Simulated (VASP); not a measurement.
The system is NbP.

```xyz
4
Lattice="-1.6523 1.6523 5.6625 1.6523 -1.6523 5.6625 1.6523 1.6523 -5.6625" Properties=species:S:1:pos:R:3 pbc="T T T"
Nb    1.6523    0.0000    2.8299
Nb    0.0000    0.0000    5.6612
P     0.0000    1.6523    3.7684
P     0.0000    0.0000    0.9371
```

Base run:

```yaml
Program: VASP 6.6.1
Functional: r2SCAN
Potentials_or_basis: VASP PAW PBE potentials, release 64 (Nb_sv, P)
Cutoff: 520 eV
k_mesh: 11 × 11 × 11
Occupations: fermi-dirac, width 0.05 eV
Spin: no spin polarisation
```

Its results: band gap on the k mesh zero (filled and empty bands touch); pressure 6.3 GPa; largest force 0.010 eV/Å.

Task: The run is repeated on the same cell with these changes: functional from r2SCAN to LDA; potentials or basis from VASP PAW PBE potentials, release 64 (Nb_sv, P) to VASP PAW LDA potentials, release 64 (Nb_sv, P). What comes out?

Result: Band gap on the k mesh zero (bands 18 and 19 overlap by 0.01 eV); pressure -1.8 GPa; largest force 0.030 eV/Å.

Caveats: the cell stands under pressure (at least some runs); the PAW data sets were made with another functional, which shifts forces and pressure a little (at least some runs).
